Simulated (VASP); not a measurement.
# YTlB (P-62m) in VASP: single point with r2SCAN

Aim: the single point of YTlB with r2SCAN.

Everything below comes from runs of VASP 6.6.1. Logs are shortened: lines on timing, memory, paths and dates and some standing lists are left out, and cuts for length are marked.

## (1) The cell of the first run

Symmetry: P-62m, No. 189, hexagonal system. The conventional cell has a = 6.901 Å, b = 6.901 Å, c = 4.236 Å, α = 90.00°, β = 90.00°, γ = 120.00°. B (site symmetry -62m) has 3 Y at 2.58 Å and 6 Tl at 2.88 Å within 3.4 Å. Within 3.3 Å of B (site symmetry -6) lie 3 Tl at 2.49 Å and 6 Y at 3.04 Å. Tl (site symmetry m2m) has 4 B at 2.49 to 2.88 Å and 6 Y at 3.15 to 3.18 Å and 2 Tl at 3.39 Å within 3.4 Å. Within 3.4 Å of Y (site symmetry m2m) lie 5 B at 2.58 to 3.04 Å and 6 Tl at 3.15 to 3.18 Å.

## (2) Single point, r2SCAN

POSCAR reads:

```
YTlB
1.0
    3.4504610860      5.9763739104      0.0000000000
   -3.4504610860      5.9763739104      0.0000000000
    0.0000000000      0.0000000000      4.2359696414
B Tl Y
3 3 3
Direct
    0.0000000000      0.0000000000      0.5000000000
    0.3333333333      0.3333333333      0.0000000000
    0.6666666667      0.6666666667      0.0000000000
    0.2836308385      0.7163691615      0.0000000000
    0.7163691615      0.0000000000      0.0000000000
    0.0000000000      0.2836308385      0.0000000000
    0.6264784995      0.3735215005      0.5000000000
    0.3735215005      0.0000000000      0.5000000000
    0.0000000000      0.6264784995      0.5000000000
```

INCAR.step1 reads:

```
SYSTEM = YTlB
PREC = Accurate
ENCUT = 520
ISMEAR = 1
SIGMA = 0.2036
LREAL = .FALSE.
LASPH = .TRUE.
NELM = 100
NBANDS = 50
GGA = PE
ALGO = Normal
EDIFF = 1E-4
LWAVE = .TRUE.
LCHARG = .FALSE.
```

INCAR.step2 reads:

```
SYSTEM = YTlB
PREC = Accurate
ENCUT = 520
EDIFF = 1E-6
ISMEAR = 1
SIGMA = 0.2036
LREAL = .FALSE.
LASPH = .TRUE.
NELM = 100
ALGO = Normal
ISIF = 2
LWAVE = .FALSE.
LCHARG = .FALSE.
METAGGA = R2SCAN
LMIXTAU = .TRUE.
NBANDS = 50
ISTART = 1
```

KPOINTS reads:

```
regular mesh
0
G
  4 4 7
  0 0 0
```

Potentials or basis: VASP PAW PBE potentials, release 64 (B, Tl_d, Y_sv).

Launch:

```
cat potpaw_PBE.64/B/POTCAR potpaw_PBE.64/Tl_d/POTCAR potpaw_PBE.64/Y_sv/POTCAR > POTCAR
cp INCAR.step1 INCAR
mpirun -np 1 vasp_std > vasp.out
cp INCAR.step2 INCAR
mpirun -np 1 vasp_std > vasp.out
```

OUTCAR:

```text
SYSTEM = YTlB
   PREC = Accurate
   ENCUT = 520
   EDIFF = 1E-6
   ISMEAR = 1
   LREAL = .FALSE.
   LASPH = .TRUE.
   NELM = 100
   ISIF = 2
   METAGGA = R2SCAN
   ISTART = 1

 ion  position               nearest neighbor table
   1  0.000  0.000  0.500-   8 2.58   9 2.58   7 2.58   6 2.88   5 2.88   5 2.88   6 2.88   4 2.88
                             4 2.88
   2  0.333  0.333  0.000-   6 2.49   5 2.49   4 2.49   8 3.04   8 3.04   9 3.04   9 3.04   7 3.04
                             7 3.04
   3  0.667  0.667  0.000-   5 2.49   6 2.49   4 2.49   9 3.04   9 3.04   8 3.04   8 3.04   7 3.04
                             7 3.04
   4  0.284  0.716  0.000-   2 2.49   3 2.49   1 2.88   1 2.88   9 3.15   8 3.15   8 3.15   9 3.15
                             7 3.18   7 3.18   6 3.39   5 3.39
   5  0.716  0.000  0.000-   3 2.49   2 2.49   1 2.88   1 2.88   7 3.15   7 3.15   9 3.15   9 3.15
                             8 3.18   8 3.18   6 3.39   4 3.39
   6  0.000  0.284  0.000-   2 2.49   3 2.49   1 2.88   1 2.88   7 3.15   7 3.15   8 3.15   8 3.15
                             9 3.18   9 3.18   5 3.39   4 3.39
   7  0.626  0.374  0.500-   1 2.58   2 3.04   3 3.04   2 3.04   3 3.04   5 3.15   6 3.15   5 3.15
                             6 3.15   4 3.18   4 3.18   9 3.77   8 3.77   8 3.77   9 3.77
   8  0.374  0.000  0.500-   1 2.58   2 3.04   2 3.04   3 3.04   3 3.04   4 3.15   4 3.15   6 3.15
                             6 3.15   5 3.18   5 3.18   7 3.77   7 3.77   9 3.77   9 3.77
   9  0.000  0.626  0.500-   1 2.58   3 3.04   3 3.04   2 3.04   2 3.04   4 3.15   4 3.15   5 3.15
                             5 3.15   6 3.18   6 3.18   7 3.77   7 3.77   8 3.77   8 3.77

  LATTYP: Found a hexagonal cell.
 ALAT       =     6.9009221719
 C/A-ratio  =     0.6138266069

  Lattice vectors:

 A1 = (   3.4504610860,  -5.9763739104,   0.0000000000)
 A2 = (   3.4504610860,   5.9763739104,   0.0000000000)
 A3 = (   0.0000000000,   0.0000000000,   4.2359696414)

Analysis of symmetry for initial positions (statically):
=====================================================================
 Subroutine PRICEL returns:
 Original cell was already a primitive cell.

 Routine SETGRP: Setting up the symmetry group for a
 hexagonal supercell.

 Subroutine GETGRP returns: Found 12 space group operations
 (whereof 12 operations were pure point group operations)
 out of a pool of 24 trial point group operations.

The static configuration has the point symmetry D_3h.

Analysis of symmetry for dynamics (positions and initial velocities):
=====================================================================
 Subroutine PRICEL returns:
 Original cell was already a primitive cell.

 Routine SETGRP: Setting up the symmetry group for a
 hexagonal supercell.

 Subroutine GETGRP returns: Found 12 space group operations
 (whereof 12 operations were pure point group operations)
 out of a pool of 24 trial point group operations.

The dynamic configuration has the point symmetry D_3h.

 Subroutine INISYM returns: Found 12 space group operations
 (whereof 12 operations are pure point group operations),
 and found     1 'primitive' translations

----------------------------------------------------------------------------------------

                                     Primitive cell

  volume of cell :     174.7019

  direct lattice vectors                    reciprocal lattice vectors
     3.450461086  5.976373910  0.000000000     0.144908170  0.083662771  0.000000000
    -3.450461086  5.976373910  0.000000000    -0.144908170  0.083662771  0.000000000
     0.000000000  0.000000000  4.235969641     0.000000000  0.000000000  0.236073458

  length of vectors
     6.900922172  6.900922172  4.235969641     0.167325541  0.167325541  0.236073458

  position of ions in fractional coordinates (direct lattice)
     0.000000000  0.000000000  0.500000000
     0.333333333  0.333333333  0.000000000
     0.666666667  0.666666667  0.000000000
     0.283630839  0.716369161  0.000000000
     0.716369161  1.000000000  0.000000000
     1.000000000  0.283630839  0.000000000
     0.626478500  0.373521500  0.500000000
     0.373521500  1.000000000  0.500000000
     1.000000000  0.626478500  0.500000000

  ion indices of the primitive-cell ions
   primitive index   ion index
                 1           1
                 2           2
                 3           3
                 4           4
                 5           5
                 6           6
                 7           7
                 8           8
                 9           9

----------------------------------------------------------------------------------------

 KPOINTS: regular mesh

Automatic generation of k-mesh.
 Grid dimensions read from file:
 generate k-points for:    4    4    7

 Generating k-lattice:

  Cartesian coordinates                     Fractional coordinates (reciprocal lattice)
     0.036227042  0.020915693  0.000000000     0.250000000 -0.000000000  0.000000000
    -0.036227042  0.020915693  0.000000000    -0.000000000  0.250000000  0.000000000
     0.000000000  0.000000000  0.033724780     0.000000000  0.000000000  0.142857143

  Length of vectors
     0.041831385  0.041831385  0.033724780

  Shift w.r.t. Gamma in fractional coordinates (k-lattice)
     0.000000000  0.000000000  0.000000000

 Subroutine IBZKPT returns following result:
 ===========================================

 Found     16 irreducible k-points:

 Following reciprocal coordinates:
            Coordinates               Weight
  0.000000  0.000000  0.000000      1.000000
  0.250000  0.000000  0.000000      6.000000
  0.500000  0.000000  0.000000      3.000000
  0.500000  0.250000  0.000000      6.000000
  0.000000  0.000000  0.142857      2.000000
  0.250000  0.000000  0.142857     12.000000
[... 8 lines left out ...]
  0.500000  0.000000  0.428571      6.000000
  0.500000  0.250000  0.428571     12.000000
   k-points           NKPTS =     16   k-points in BZ     NKDIM =     16   number of bands    NBANDS=     50
   number of dos      NEDOS =    301   number of ions     NIONS =      9
   total plane-waves  NPLWV =  93312
   dimension x,y,z NGX =    54 NGY =   54 NGZ =   32
   dimension x,y,z NGXF=   108 NGYF=  108 NGZF=   64
   ions per type =               3   3   3
   NGX,Y,Z   is equivalent  to a cutoff of  13.01, 13.01, 12.56 a.u.
   NGXF,Y,Z  is equivalent  to a cutoff of  26.02, 26.02, 25.12 a.u.
 SYSTEM =  YTlB
   PREC   = accura    normal or accurate (medium, high low for compatibility)
   ISTART =      1    job   : 0-new  1-cont  2-samecut
   ICHARG =      0    charge: 1-file 2-atom 10-const
   ISPIN  =      1    spin polarized calculation?
   LNONCOLLINEAR =      F non collinear calculations
   LSORBIT =      F    spin-orbit coupling
   LASPH  =      T    aspherical Exc in radial PAW
   ENCUT  =  520.0 eV  38.22 Ry    6.18 a.u.  12.83 12.83  7.88*2*pi/ulx,y,z
   NELM   =    100;   NELMIN=  2; NELMDL=  0     # of ELM steps
   EDIFF  = 0.1E-05   stopping-criterion for ELM
   LREAL  =      F    real-space projection
   EDIFFG = 0.1E-04   stopping-criterion for IOM
   NSW    =      0    number of steps for IOM
   IBRION =     -1    ionic relax: 0-MD 1-quasi-New 2-CG
   NFREE  =      0    steps in history (QN), initial steepest desc. (CG)
   ISIF   =      2    stress and relaxation
   ISYM   =      2    0-nonsym 1-usesym 2-fastsym
   POTIM  = 0.5000    time-step for ionic-motion
   TEBEG  =    0.0;   TEEND  =   0.0 temperature during run
   PSTRESS=    0.0 pullay stress
   NELECT =      81.0000    total number of electrons
   NUPDOWN=      -1.0000    fix difference up-down
   EMIN   =  10.00;   EMAX   =-10.00  energy-range for DOS
   EFERMI =   0.00;   METHOD = LEGACY
   ISMEAR =     1;   SIGMA  =   0.20  broadening in eV -4-tet -1-fermi 0-gaus
   EFERMI_NEDOS =   21; number of points for ismear=-14 and -15
   IALGO  =     38    algorithm
   IMIX   =      4    mixing-type and parameters
     AMIX     =   0.40;   BMIX     =  1.00
     AMIX_MAG =   1.60;   BMIX_MAG =  1.00
  volume/ion in A,a.u.               =      19.41       130.99
  Fermi-wavevector in a.u.,A,eV,Ry     =   1.267080  2.394433 21.844030  1.605491
  Thomas-Fermi vector in A             =   2.400247
   LORBIT       =      0    0 simple, 1 ext, 2 COOP (PROOUT), +10 PAW based schemes
   METAGGA = R2SCAN    functional components
   LHFCALC =     F    Hartree Fock is set to
   AEXX    =    0.0000 exact exchange contribution
   IVDW    =     0    specifies the selected vdW correction
   LEPSILON=     F    determine dielectric tensor
   LRPA    =     F    only Hartree local field effects (RPA)
 non-spin polarized calculation
 Methfessel and Paxton  Order N= 1 SIGMA  =   0.20
  energy-cutoff  :      520.00
  volume of cell :      174.70
 maximum number of plane-waves:      4738
 NGX is ok and might be reduce to    54
   NGX = 25   NGY = 25   NGZ = 15

 number of electron      81.0000010 magnetization

 Free energy of the ion-electron system (eV)
  ---------------------------------------------------
  ext. energy  EPLUGINS =         0.00000000
  ---------------------------------------------------
  free energy    TOTEN  =      -241.02201948 eV

  energy without entropy =     -241.01185293  energy(sigma->0) =     -241.01863063

 E-fermi :   6.3778     XC(G=0): -11.6125

 val. band max:        6.3732659222   @ k =   0.0000   0.0000   0.1429
 cond. band min:       6.3815455276   @ k =   0.0000   0.0000   0.0000
 fundamental gap:      0.0082796055
 Fermi energy:         6.3778005682

 k-point     1 :       0.0000    0.0000    0.0000
  band No.  band energies     occupation
      1     -37.9580      2.00000
      2     -37.9377      2.00000
      3     -37.9377      2.00000
      4     -17.4166      2.00000
      5     -17.4087      2.00000
      6     -17.4087      2.00000
[... 42 lines left out ...]
     49       9.2647     -0.00000
     50       9.7713     -0.00000
[... 793 lines left out ...]
     49       9.6795     -0.00000
     50      10.1196     -0.00000

------------------------ aborting loop because EDIFF is reached ----------------------------------------

  FORCE on cell =-STRESS in cart. coord.  units (eV):
  Direction    XX          YY          ZZ          XY          YZ          ZX
  --------------------------------------------------------------------------------------
  -------------------------------------------------------------------------------------
  Total        0.0769903      0.0769903     -0.1260695      0.0000000      0.0000000      0.0000000
  in kB        0.7060715      0.7060715     -1.1561735      0.0000000      0.0000000      0.0000000
  external PRESSURE =       0.0853231 kB  Pullay stress =       0.0000000 kB

 VOLUME and BASIS-vectors are now :
 -----------------------------------------------------------------------------
  energy-cutoff  :      520.00
  volume of cell :      174.70
      direct lattice vectors                 reciprocal lattice vectors
     3.450461086  5.976373910  0.000000000     0.144908170  0.083662771  0.000000000
    -3.450461086  5.976373910  0.000000000    -0.144908170  0.083662771  0.000000000
     0.000000000  0.000000000  4.235969641     0.000000000  0.000000000  0.236073458

 POSITION                                       TOTAL-FORCE (eV/Angst)
 -----------------------------------------------------------------------------------
      0.00000      0.00000      2.11798         0.000000      0.000000     -0.000000
      0.00000      3.98425      0.00000         0.000000      0.000000     -0.000000
      0.00000      7.96850      0.00000         0.000000      0.000000     -0.000000
     -1.49315      5.97637      0.00000         0.013343      0.000000      0.000000
      2.47180      4.28129      0.00000        -0.006671     -0.011555     -0.000000
     -0.97866      1.69508      0.00000        -0.006671      0.011555      0.000000
      0.87282      5.97637      2.11798         0.011485      0.000000     -0.000000
      1.28882      2.23230      2.11798        -0.005742     -0.009946     -0.000000
     -2.16164      3.74407      2.11798        -0.005742      0.009946     -0.000000
 -----------------------------------------------------------------------------------
    total drift:                               -0.000001      0.000000     -0.000000

  FREE ENERGIE OF THE ION-ELECTRON SYSTEM (eV)
  ---------------------------------------------------
  free  energy   TOTEN  =      -241.0220194848 eV

  energy  without entropy=     -241.0118529336  energy(sigma->0) =     -241.01863063
```

Run time: 10 min. Hardware: 1 thread of Intel Xeon Platinum 8259CL at 2.50GHz (Skylake/Cascade Lake), shared host; peak memory 0.4 GiB.

What came out:

- Free energy: -241.0220 eV
- Pressure: 0.0 GPa
- Largest force: 0.013 eV/Å
- Band gap on the k mesh: zero (an odd number of electrons rules out a gap without spin polarisation)

Forces on the atoms (eV/Å):
```
B    0.000  0.000  0.000
B    0.000  0.000  0.000
B    0.000  0.000  0.000
Tl   0.013  0.000  0.000
Tl  -0.007 -0.012  0.000
Tl  -0.007  0.012  0.000
Y    0.011  0.000  0.000
Y   -0.006 -0.010  0.000
Y   -0.006  0.010  0.000
```

Caveat: the PAW data sets were made with another functional, which shifts forces and pressure a little; spin-orbit coupling is left out, which moves the levels of the heavy elements.
